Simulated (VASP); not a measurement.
A run of VASP 6.6.1:

The input INCAR:

```
SYSTEM = CrCuO2
PREC = Accurate
ENCUT = 600
EDIFF = 1E-6
ISMEAR = 0
SIGMA = 0.05
LREAL = .False.
LASPH = .True.
NELM = 120
ALGO = Normal
ISIF = 2
LWAVE = .False.
LCHARG = .False.
GGA = PE
NBANDS = 26
GGA_COMPAT = .False.
```

File KPOINTS:

```
regular mesh
0
Gamma
  14 14 14
  0 0 0
```

Contents of POSCAR:

```
CrCuO2
1.0
    1.3753098495      0.7940355119      6.1447342827
   -1.3753098495      0.7940355119      6.1447342827
    0.0000000000     -1.5880710237      6.1447342827
Cr Cu O
1 1 2
Direct
    0.5000000000      0.5000000000      0.5000000000
    0.0000000000      0.0000000000      0.0000000000
    0.1031472821      0.1031472821      0.1031472821
    0.8968527179      0.8968527179      0.8968527179
```

Potentials or basis: VASP PAW PBE potentials, release 64 (Cr_pv, Cu, O).

Command:

```sh
$ cat potpaw_PBE.64/Cr_pv/POTCAR potpaw_PBE.64/Cu/POTCAR potpaw_PBE.64/O/POTCAR > POTCAR
$ mpirun -np 1 vasp_std > vasp.out
```

Hardware: 1 thread of Oxide Virtual Turin-like Processor, with other jobs on the host.

Problem. How long does it take, and how much memory?

Solution. Wall time 35 min on 1 thread of Oxide Virtual Turin-like Processor, on a shared host, peak memory 0.65 GiB. Counts: scf iterations 15, k points 288.
